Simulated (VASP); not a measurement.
Runs of VASP 6.6.1 on CuO. The structure is that of space group P4_2/mmc (No. 131), or close to it. The cells are those of the table. 

| task | level | potentials or basis | U | cell | k mesh | cutoff (eV) | grid for exact exchange (PRECFOCK) | share of exact exchange | gap on the mesh (eV) | pressure (GPa) |
| --- | --- | --- | --- | --- | --- | --- | --- | --- | --- | --- |
| single point | LDA+U | VASP PAW LDA potentials, release 64 (Cu, O) | Cu d U = 4.5 eV | a = 2.862, b = 2.862, c = 5.074 Å, 4 atoms | 8 × 8 × 6 | 520 | - | - | none | -5.2 |
| single point | LDA | VASP PAW LDA potentials, release 64 (Cu, O) | - | a = 3.422, b = 3.422, c = 4.260 Å, 4 atoms | 8 × 8 × 6 | 520 | - | - | none | (b) |
| single point | RPBE | VASP PAW PBE potentials, release 64 (Cu, O) | - | a = 3.445, b = 3.445, c = 4.289 Å, 4 atoms | 8 × 8 × 6 | 520 | - | - | none | -0.2 |
| single point | PBE+U | VASP PAW PBE potentials, release 64 (Cu, O) | Cu d U = 4.5 eV | a = 2.962, b = 2.962, c = 5.184 Å, 4 atoms | 8 × 8 × 6 | 520 | - | - | none | -3.7 |
| single point | r2SCAN+D3(BJ) | VASP PAW PBE potentials, release 64 (Cu, O) | - | a = 2.875, b = 2.875, c = 5.125 Å, 4 atoms | 8 × 8 × 6 | 520 | - | - | none | 1.0 |
| single point | RPBE | VASP PAW PBE potentials, release 64 (Cu, O) | - | a = 3.422, b = 3.422, c = 4.260 Å, 4 atoms | 8 × 8 × 6 | 520 | - | - | none | 2.1 |
| single point | r2SCAN-based global hybrid with 50 % exact exchange | VASP PAW PBE potentials, release 64 (Cu, O) | - | a = 3.422, b = 3.422, c = 4.260 Å, 4 atoms | 5 × 5 × 4 | 520 | Normal | 0.5 | none | (a) |
| relaxation of cell and atoms | PBE | VASP PAW PBE potentials, release 64 (Cu, O) | - | relaxed to 2 GPa from a = 3.422, b = 3.422, c = 4.260 Å, 4 atoms | 8 × 8 × 6 | 600 | - | - | none | 2.1 |

Alike in all rows: no spin polarisation; smearing fermi-dirac 0.05 eV.

Question: Fill in the values left out.

Answer: (a) -8.9; (b) -13.4.

Caveats: some runs use coarse meshes; semilocal functionals often make such compounds metallic where correlation or magnetic order opens a gap, which also shifts bond lengths (at least some runs); the PAW data sets were made with another functional, which shifts forces and pressure a little (at least some runs); the cell stands under tension (at least some runs); U without spin polarisation on a metal has little footing (at least some runs); the cell is relaxed towards a set pressure, so the run minimises the enthalpy, not the energy (at least some runs); a cell axis changed by over 15 % at a fixed basis, so the end point is rough (at least some runs).

A gap of «none» marks levels without a gap at the run's occupations.
